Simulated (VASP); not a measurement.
Write the native input for VASP 6.6.1 that does the following.

| Property | Result |
| --- | --- |
| Task | single point |
| Functional | PBE |
| Potentials or basis | VASP PAW PBE potentials, release 64 (Ga_d, As) |
| Cutoff | 520 eV |
| k mesh | 4 × 4 × 4 |
| Occupations | gaussian, width 0.01 eV |
| Spin | no spin polarisation |
| Dipole correction | no |
| Further INCAR settings | ALGO = Normal; EDIFF = 1e-06; NBANDS = 16 |

The structure of GaAs lies in POSCAR:

```
GaAs
1.0
    0.0000000000      2.8330850794      2.8330850794
    2.8330850794      0.0000000000      2.8330850794
    2.8330850794      2.8330850794      0.0000000000
Ga As
1 1
Direct
    0.0000000000      0.0000000000      0.0000000000
    0.2500000000      0.2500000000      0.2500000000
```

One way to write it, as run:

INCAR

```
  PREC = Accurate
  ENCUT = 520
  EDIFF = 1E-6
  ISMEAR = 0
  SIGMA = 0.01
  LREAL = F
  LASPH = T
  NELM = 60
  ALGO = Normal
  ISIF = 2
  LWAVE = F
  LCHARG = F
  GGA = PE
  NBANDS = 16
```

KPOINTS

```
Automatic mesh
0
Gamma
  4 4 4
```

Potentials or basis: VASP PAW PBE potentials, release 64 (Ga_d, As).

Run with:

```sh
$ cat potpaw_PBE.64/Ga_d/POTCAR potpaw_PBE.64/As/POTCAR > POTCAR
$ mpirun -np 1 vasp_std > vasp.out
```

Results of the run:

```
Pressure               : 3.2 GPa
Band gap on the k mesh : 0.46 eV, direct
```

Caveat: the k points lie up to 0.48 Å⁻¹ apart.

Run time: 5.9 s on 1 thread of Intel(R) Xeon(R) Platinum 8488C (Sapphire Rapids) (shared host), peak memory 0.16 GiB.
